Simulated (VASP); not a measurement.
AlN, 2 atoms in the cell. It takes space group F-43m (No. 216, cubic). Conventional cell: a = 4.403 Å, b = 4.403 Å, c = 4.403 Å, α = 90.00°, β = 90.00°, γ = 90.00°. Al (site symmetry -43m) has 4 N at 1.91 Å within 2.5 Å. N (site symmetry -43m) has 4 Al at 1.91 Å within 2.5 Å. 

| Item | Value |
| --- | --- |
| Program | VASP 6.6.1 |
| Task | relaxation of cell and atoms |
| Functional | r2SCAN |
| Potentials or basis | VASP PAW PBE potentials, release 64 (Al, N) |
| Cutoff | 600 eV |
| k mesh | 10 × 10 × 10 |
| Occupations | fermi-dirac, width 0.02 eV |
| Spin | no spin polarisation |
| Dipole correction | no |
| Further INCAR settings | ALGO = Normal; EDIFF = 1e-06; IBRION = 2; EDIFFG = -0.005; NSW = 80; ISIF = 3 |

Potentials or basis: VASP PAW PBE potentials, release 64 (Al, N).

Command:

```sh
$ cat potpaw_PBE.64/Al/POTCAR potpaw_PBE.64/N/POTCAR > POTCAR
$ cp INCAR.step1 INCAR
$ mpirun -np 1 vasp_std > vasp.out
$ cp INCAR.step2 INCAR
$ mpirun -np 1 vasp_std > vasp.out
```

Hardware: 1 thread of Intel(R) Xeon(R) Platinum 8488C (Sapphire Rapids), on a shared host.

Q: How long does it take, and how much memory?

A: Run time: 2 min on 1 thread of Intel(R) Xeon(R) Platinum 8488C (Sapphire Rapids) (shared host), peak memory 0.16 GiB. Counts: k points 47, ion steps 4.
